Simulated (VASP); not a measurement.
## Ir: relaxation of shape and atoms at fixed volume with PBE

Crystal: Ir.

```xyz
3
Lattice="3.9804 0.0000 0.0000 -1.9902 3.4471 0.0000 0.0000 0.0000 2.4545" Properties=species:S:1:pos:R:3 pbc="T T T"
Ir    0.0000    0.0000    0.0000
Ir    0.0000    2.2981    1.2273
Ir    1.9902    1.1490    1.2273
```

This isn't the form of Ir at room conditions, which is fcc.

| Property | Result |
| --- | --- |
| Program | VASP 6.6.1 |
| Task | relaxation of shape and atoms at fixed volume |
| Functional | PBE |
| Potentials or basis | VASP PAW PBE potentials, release 64 (Ir) |
| Cutoff | 500 eV |
| k mesh | 8 × 8 × 11 |
| Occupations | fermi-dirac, width 0.08 eV |
| Spin | no spin polarisation |
| Dipole correction | no |
| Further INCAR settings | ALGO = Normal; EDIFF = 1e-07; IBRION = 2; EDIFFG = -0.005; NSW = 50; ISIF = 4 |

- Energy gained by relaxing: 6.5 meV/atom
- Ionic steps: 4
- Pressure after relaxing: 191.0 GPa
- Band gap on the k mesh: zero (an odd number of electrons rules out a gap without spin polarisation)

Step by step:
| step | energy change (eV) | largest force (eV/Å) | pressure (GPa) | volume (Å³) |
| --- | --- | --- | --- | --- |
| 1 | 0.0000 | 0.0000 | 191.63 | 33.68 |
| 2 | 0.2000 | 0.0000 | 191.82 | 33.68 |
| 3 | -0.0194 | 0.0000 | 190.98 | 33.68 |
| 4 | -0.0195 | 0.0000 | 190.96 | 33.68 |

Final structure:
```
CELL_PARAMETERS angstrom
4.00009 0.00000 0.00000
-2.00004 3.46418 0.00000
0.00000 0.00000 2.43043
ATOMIC_POSITIONS crystal
Ir 0.00000 0.00000 0.00000
Ir 0.33333 0.66667 0.50000
Ir 0.66667 0.33333 0.50000
```

Levels at points of the mesh, in eV from the Fermi level:
| k point | band 12 | band 13 | band 14 | band 15 | band 16 | band 17 |
| --- | --- | --- | --- | --- | --- | --- |
| (0.00, 0.00, 0.00) | -2.98 | -2.93 | -2.93 | 1.93 | 1.93 | 8.02 |
| (0.50, 0.00, 0.00) | -0.81 | -0.75 | 0.34 | 0.46 | 0.47 | 0.56 |

Wall time 51 s on 1 thread of AMD EPYC 9R45 96-Core Processor (Zen 5) (shared host), peak memory 0.13 GiB.

Caveat: spin-orbit coupling is left out, which moves the levels of the heavy elements.
